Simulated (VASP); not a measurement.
## ZnS: electric field gradients with PBE

Crystal: ZnS.

```
Zn S
1.0
     0.02705    2.71817    2.71817
     2.71817    0.02705    2.71817
     2.71817    2.71817    0.02705
Zn S
1 1
Direct
  0.00000 0.00000 0.00000
  0.75000 0.75000 0.75000
```

This cell differs from its parent crystal: equal xy, yz and zx shear strains of +1 %.

```json
{"Program": "VASP 6.6.1", "Task": "electric field gradients", "Functional": "PBE", "Potentials or basis": "VASP PAW PBE potentials, release 64 (Zn, S)", "Cutoff": "520 eV", "k mesh": "8 × 8 × 8", "Occupations": "fermi-dirac, width 0.01 eV", "Spin": "no spin polarisation", "Dipole correction": "no", "Further INCAR settings": "ALGO = Normal; EDIFF = 1e-08; NBANDS = 16"}
```

```json
{"Pressure": "1.6 GPa", "Largest force": "0.092 eV/Å", "Band gap on the k mesh": "2.08 eV", "Largest electric field gradient by atom": "Zn +6.3; S +3.1 V/Å²"}
```

Forces on the atoms (eV/Å):
```
Zn  -0.053 -0.053 -0.053
S    0.053  0.053  0.053
```

Stress tensor (GPa, compression positive):
```
 1.57 -0.67 -0.67
-0.67  1.57 -0.67
-0.67 -0.67  1.57
```

Levels at points of the mesh, in eV from the valence-band top:
```
           k point  band 6  band 7  band 8  band 9  band 10  band 11  band 12  band 13
(0.00, 0.00, 0.00)   -5.85   -0.06    0.00    0.00     2.08     6.25     6.45     6.45
(0.50, 0.00, 0.00)   -5.64   -5.29   -0.91   -0.89     3.26     6.82     6.96     8.86
(0.50, 0.50, 0.00)   -5.64   -4.57   -2.27   -2.18     3.39     4.06    10.92    11.94
(0.50, 0.50, 0.50)   -5.67   -5.28   -0.82   -0.82     3.38     6.98     6.98     8.79
```

Electric field gradients, principal values (V/Å²):
| atom | least | middle | greatest (by size) |
| --- | --- | --- | --- |
| 1 Zn | -3.127 | -3.127 | 6.254 |
| 2 S | -1.535 | -1.535 | 3.071 |

Run time: 76 s on 1 thread of Intel Xeon 8259CL, on a shared host, peak memory 0.19 GiB.

Caveat: the cell differs from its parent crystal (equal xy, yz and zx shear strains of +1 %); without QUAD_EFG the Cq values of the log hold for a quadrupole moment of 1 mb, not for the nuclei.
